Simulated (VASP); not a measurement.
# HgTe (I4mm) in VASP: single point with PBE

Aim: the single point of HgTe with PBE.

Everything below comes from runs of VASP 6.6.1. Logs are shortened: lines on timing, memory, paths and dates and some standing lists are left out, and cuts for length are marked.

## 1. The cell of the first run

It takes space group I4mm (No. 107, tetragonal). The conventional cell has a = 4.352 Å, b = 4.352 Å, c = 6.154 Å, α = 90.00°, β = 90.00°, γ = 90.00°. Hg (site symmetry 4mm) has 6 Te at 3.01 to 3.14 Å within 4.0 Å. Te (site symmetry 4mm) has 6 Hg at 3.01 to 3.14 Å within 4.0 Å.

## 2. Single point, PBE (all Hg atoms moved +0.062 Å, as atom 1 along Cartesian [0 0 1])

Input file INCAR:

```
SYSTEM = HgTe
PREC = Accurate
ENCUT = 520
EDIFF = 1E-6
ISMEAR = 0
SIGMA = 0.15
LREAL = .FALSE.
LASPH = .TRUE.
NELM = 60
ALGO = Normal
ISIF = 2
LWAVE = .FALSE.
LCHARG = .FALSE.
GGA = PE
NBANDS = 16
```

Input file KPOINTS:

```
regular mesh
0
G
  14 14 14
  0 0 0
```

Input file POSCAR:

```
HgTe
1.0
    0.0000000000      3.0771170000      3.0771170000
    3.0771170000      0.0000000000      3.0771170000
    3.0771170000      3.0771170000      0.0000000000
Hg Te
1 1
Direct
    0.0101556099      0.0101556099     -0.0101556099
    0.5000000000      0.5000000000      0.5000000000
```

Potentials or basis: VASP PAW PBE potentials, release 64 (Hg, Te).

Launch:

```console
> cat potpaw_PBE.64/Hg/POTCAR potpaw_PBE.64/Te/POTCAR > POTCAR
> mpirun -np 1 vasp_std > vasp.out
```

OUTCAR:

```text
SYSTEM = HgTe
   PREC = Accurate
   ENCUT = 520
   EDIFF = 1E-6
   ISMEAR = 0
   LREAL = .FALSE.
   LASPH = .TRUE.
   NELM = 60
   ISIF = 2
   GGA = PE

 ion  position               nearest neighbor table
   1  0.010  0.010  0.990-   2 3.01   2 3.08   2 3.08   2 3.08   2 3.08   2 3.14
   2  0.500  0.500  0.500-   1 3.01   1 3.08   1 3.08   1 3.08   1 3.08   1 3.14

  LATTYP: Found a face centered cubic cell.
 ALAT       =     6.1542340000

  Lattice vectors:

 A1 = (   0.0000000000,   3.0771170000,   3.0771170000)
 A2 = (   3.0771170000,   0.0000000000,   3.0771170000)
 A3 = (   3.0771170000,   3.0771170000,   0.0000000000)

Analysis of symmetry for initial positions (statically):
=====================================================================
 Subroutine PRICEL returns:
 Original cell was already a primitive cell.

 Routine SETGRP: Setting up the symmetry group for a
 face centered cubic supercell.

 Subroutine GETGRP returns: Found  8 space group operations
 (whereof  8 operations were pure point group operations)
 out of a pool of 48 trial point group operations.

The static configuration has the point symmetry C_4v.

Analysis of symmetry for dynamics (positions and initial velocities):
=====================================================================
 Subroutine PRICEL returns:
 Original cell was already a primitive cell.

 Routine SETGRP: Setting up the symmetry group for a
 face centered cubic supercell.

 Subroutine GETGRP returns: Found  8 space group operations
 (whereof  8 operations were pure point group operations)
 out of a pool of 48 trial point group operations.

The dynamic configuration has the point symmetry C_4v.

 Subroutine INISYM returns: Found  8 space group operations
 (whereof  8 operations are pure point group operations),
 and found     1 'primitive' translations

----------------------------------------------------------------------------------------

                                     Primitive cell

  volume of cell :      58.2723

  direct lattice vectors                    reciprocal lattice vectors
     0.000000000  3.077117000  3.077117000    -0.162489759  0.162489759  0.162489759
     3.077117000  0.000000000  3.077117000     0.162489759 -0.162489759  0.162489759
     3.077117000  3.077117000  0.000000000     0.162489759  0.162489759 -0.162489759

  length of vectors
     4.351700594  4.351700594  4.351700594     0.281440518  0.281440518  0.281440518

  position of ions in fractional coordinates (direct lattice)
     0.010155610  0.010155610  0.989844390
     0.500000000  0.500000000  0.500000000

  ion indices of the primitive-cell ions
   primitive index   ion index
                 1           1
                 2           2

----------------------------------------------------------------------------------------

 KPOINTS: regular mesh

Automatic generation of k-mesh.
 Grid dimensions read from file:
 generate k-points for:   14   14   14

 Generating k-lattice:

  Cartesian coordinates                     Fractional coordinates (reciprocal lattice)
    -0.011606411  0.011606411  0.011606411     0.071428571  0.000000000  0.000000000
     0.011606411 -0.011606411  0.011606411     0.000000000  0.071428571  0.000000000
     0.011606411  0.011606411 -0.011606411     0.000000000  0.000000000  0.071428571

  Length of vectors
     0.020102894  0.020102894  0.020102894

  Shift w.r.t. Gamma in fractional coordinates (k-lattice)
     0.000000000  0.000000000  0.000000000

 Subroutine IBZKPT returns following result:
 ===========================================

 Found    244 irreducible k-points:

 Following reciprocal coordinates:
            Coordinates               Weight
  0.000000  0.000000  0.000000      1.000000
  0.071429  0.000000  0.000000      8.000000
  0.142857  0.000000  0.000000      8.000000
  0.214286  0.000000  0.000000      8.000000
  0.285714  0.000000  0.000000      8.000000
  0.357143  0.000000  0.000000      8.000000
[... 16 lines left out ...]
 -0.428571  0.071429  0.000000      8.000000
  0.000000 -0.428571  0.071429     16.000000
 [... further k-points ...]
   k-points           NKPTS =    244   k-points in BZ     NKDIM =    244   number of bands    NBANDS=     16
   number of dos      NEDOS =    301   number of ions     NIONS =      2
   total plane-waves  NPLWV =  32768
   dimension x,y,z NGX =    32 NGY =   32 NGZ =   32
   dimension x,y,z NGXF=    64 NGYF=   64 NGZF=   64
   ions per type =               1   1
   NGX,Y,Z   is equivalent  to a cutoff of  12.22, 12.22, 12.22 a.u.
   NGXF,Y,Z  is equivalent  to a cutoff of  24.45, 24.45, 24.45 a.u.
 SYSTEM =  HgTe
   PREC   = accura    normal or accurate (medium, high low for compatibility)
   ISTART =      0    job   : 0-new  1-cont  2-samecut
   ICHARG =      2    charge: 1-file 2-atom 10-const
   ISPIN  =      1    spin polarized calculation?
   LNONCOLLINEAR =      F non collinear calculations
   LSORBIT =      F    spin-orbit coupling
   LASPH  =      T    aspherical Exc in radial PAW
   ENCUT  =  520.0 eV  38.22 Ry    6.18 a.u.   8.09  8.09  8.09*2*pi/ulx,y,z
   NELM   =     60;   NELMIN=  2; NELMDL= -5     # of ELM steps
   EDIFF  = 0.1E-05   stopping-criterion for ELM
   LREAL  =      F    real-space projection
   EDIFFG = 0.1E-04   stopping-criterion for IOM
   NSW    =      0    number of steps for IOM
   IBRION =     -1    ionic relax: 0-MD 1-quasi-New 2-CG
   NFREE  =      0    steps in history (QN), initial steepest desc. (CG)
   ISIF   =      2    stress and relaxation
   ISYM   =      2    0-nonsym 1-usesym 2-fastsym
   POTIM  = 0.5000    time-step for ionic-motion
   TEBEG  =    0.0;   TEEND  =   0.0 temperature during run
   PSTRESS=    0.0 pullay stress
   NELECT =      18.0000    total number of electrons
   NUPDOWN=      -1.0000    fix difference up-down
   EMIN   =  10.00;   EMAX   =-10.00  energy-range for DOS
   EFERMI =   0.00;   METHOD = LEGACY
   ISMEAR =     0;   SIGMA  =   0.15  broadening in eV -4-tet -1-fermi 0-gaus
   EFERMI_NEDOS =   21; number of points for ismear=-14 and -15
   IALGO  =     38    algorithm
   IMIX   =      4    mixing-type and parameters
     AMIX     =   0.40;   BMIX     =  1.00
     AMIX_MAG =   1.60;   BMIX_MAG =  1.00
  volume/ion in A,a.u.               =      29.14       196.62
  Fermi-wavevector in a.u.,A,eV,Ry     =   1.106653  2.091272 16.662809  1.224682
  Thomas-Fermi vector in A             =   2.243157
   LORBIT       =      0    0 simple, 1 ext, 2 COOP (PROOUT), +10 PAW based schemes
   GGA     = PE    functional components
   LHFCALC =     F    Hartree Fock is set to
   AEXX    =    0.0000 exact exchange contribution
   IVDW    =     0    specifies the selected vdW correction
   LEPSILON=     F    determine dielectric tensor
   LRPA    =     F    only Hartree local field effects (RPA)
 non-spin polarized calculation
 Gauss-broadening in eV      SIGMA  =   0.15
  energy-cutoff  :      520.00
  volume of cell :       58.27
 maximum number of plane-waves:      1588
   NGX = 17   NGY = 17   NGZ = 17

 number of electron      18.0000001 magnetization

 Free energy of the ion-electron system (eV)
  ---------------------------------------------------
  ext. energy  EPLUGINS =         0.00000000
  ---------------------------------------------------
  free energy    TOTEN  =        -3.34995874 eV

  energy without entropy =       -3.33565373  energy(sigma->0) =       -3.34280623

 E-fermi :   4.0871     XC(G=0):  -9.7451

 val. band max:        4.0840005102   @ k =  -0.2143   0.0714   0.0000
 cond. band min:       4.1035393610   @ k =   0.0000   0.5000   0.2857
 fundamental gap:      0.0195388508
 Fermi energy:         4.0871196307

 k-point     1 :       0.0000    0.0000    0.0000
  band No.  band energies     occupation
      1      -7.7532      2.00000
      2      -2.5142      2.00000
      3      -2.5060      2.00000
      4      -2.4528      2.00000
      5      -2.4528      2.00000
      6      -2.4492      2.00000
[... 8 lines left out ...]
     15      11.9376      0.00000
     16      11.9376      0.00000

 k-point     2 :       0.0714    0.0000    0.0000
  band No.  band energies     occupation
      1      -7.7109      2.00000
      2      -2.5295      2.00000
      3      -2.5213      2.00000
      4      -2.4566      2.00000
      5      -2.4471      2.00000
      6      -2.4446      2.00000
[... 8 lines left out ...]
     15      12.0115      0.00000
     16      12.0320      0.00000

 k-point     3 :       0.1429    0.0000    0.0000
  band No.  band energies     occupation
      1      -7.5874      2.00000
      2      -2.5748      2.00000
      3      -2.5667      2.00000
      4      -2.4725      2.00000
      5      -2.4271      2.00000
      6      -2.4254      2.00000
[... 8 lines left out ...]
     15      12.2505      0.00000
     16      12.2522      0.00000

 k-point     4 :       0.2143    0.0000    0.0000
  band No.  band energies     occupation
      1      -7.3933      2.00000
      2      -2.6405      2.00000
      3      -2.6324      2.00000
      4      -2.5068      2.00000
      5      -2.3960      2.00000
      6      -2.3947      2.00000
[... 8 lines left out ...]
     15      12.6505      0.00000
     16      12.6531      0.00000
[... 324 lines left out ...]
 k-point    22 :       0.0000    0.5000    0.0714
  band No.  band energies     occupation
      1      -6.6227      2.00000
      2      -2.8396      2.00000
      3      -2.8098      2.00000
      4      -2.7823      2.00000
      5      -2.2990      2.00000
      6      -2.2934      2.00000
[... 8 lines left out ...]
     15      14.9943      0.00000
     16      15.3026      0.00000

 k-point    23 :      -0.4286    0.0714    0.0000
  band No.  band energies     occupation
      1      -6.6478      2.00000
      2      -2.8428      2.00000
      3      -2.8142      2.00000
      4      -2.7510      2.00000
      5      -2.3030      2.00000
      6      -2.2948      2.00000
[... 8 lines left out ...]
     15      14.4252      0.00000
     16      15.3779      0.00000

 k-point    24 :       0.0000   -0.4286    0.0714
  band No.  band energies     occupation
      1      -6.6476      2.00000
      2      -2.8444      2.00000
      3      -2.8173      2.00000
      4      -2.7473      2.00000
      5      -2.3024      2.00000
      6      -2.2952      2.00000
[... 8 lines left out ...]
     15      14.4230      0.00000
     16      15.3762      0.00000

 [... further k-points ...]

------------------------ aborting loop because EDIFF is reached ----------------------------------------

  FORCE on cell =-STRESS in cart. coord.  units (eV):
  Direction    XX          YY          ZZ          XY          YZ          ZX
  --------------------------------------------------------------------------------------
  -------------------------------------------------------------------------------------
  Total       -0.0579794     -0.0579794      0.0153947      0.0000000      0.0000000      0.0000000
  in kB       -1.5941237     -1.5941237      0.4232719      0.0000000      0.0000000      0.0000000
  external PRESSURE =      -0.9216585 kB  Pullay stress =       0.0000000 kB

 VOLUME and BASIS-vectors are now :
 -----------------------------------------------------------------------------
  energy-cutoff  :      520.00
  volume of cell :       58.27
      direct lattice vectors                 reciprocal lattice vectors
     0.000000000  3.077117000  3.077117000    -0.162489759  0.162489759  0.162489759
     3.077117000  0.000000000  3.077117000     0.162489759 -0.162489759  0.162489759
     3.077117000  3.077117000  0.000000000     0.162489759  0.162489759 -0.162489759

 POSITION                                       TOTAL-FORCE (eV/Angst)
 -----------------------------------------------------------------------------------
      3.07712      3.07712      0.06250         0.000000      0.000000     -0.101665
      3.07712      3.07712      3.07712         0.000000      0.000000      0.101665
 -----------------------------------------------------------------------------------
    total drift:                               -0.000000     -0.000000     -0.000111

  FREE ENERGIE OF THE ION-ELECTRON SYSTEM (eV)
  ---------------------------------------------------
  free  energy   TOTEN  =        -3.3499587370 eV

  energy  without entropy=       -3.3356537307  energy(sigma->0) =       -3.34280623
```

Run time: 3.6 min. Hardware: 1 thread of Intel Xeon 8259CL, shared host; peak memory 0.36 GiB.

Results:

* Free energy: -3.3500 eV
* Pressure: -0.1 GPa
* Largest force: 0.102 eV/Å
* Band gap on the k mesh: zero (bands 9 and 10 overlap by 2.40 eV)

Forces on the atoms (eV/Å):
```
Hg   0.000  0.000 -0.102
Te   0.000  0.000  0.102
```

Stress tensor (GPa, compression positive):
```
-0.16  0.00  0.00
 0.00 -0.16  0.00
 0.00  0.00  0.04
```

Levels at points of the mesh, in eV from the Fermi level:
```
           k point  band 6  band 7  band 8  band 9  band 10  band 11  band 12  band 13
(0.00, 0.00, 0.00)   -6.54   -1.05   -0.65   -0.65    -0.64     7.50     7.50     7.62
(0.50, 0.00, 0.00)   -6.38   -5.38    0.25    0.25     2.68     3.56     4.01     4.03
(0.50, 0.50, 0.00)   -5.78   -4.09   -2.66   -2.15    -2.15     4.90     9.02     9.02
(0.00, 0.50, 0.50)   -5.78   -4.07   -2.71   -2.14    -2.12     4.89     9.03     9.03
```

Caveat: the cell differs from its parent crystal (all Hg atoms moved +0.062 Å, as atom 1 along Cartesian [0 0 1]); spin-orbit coupling is left out, which moves the levels of the heavy elements.
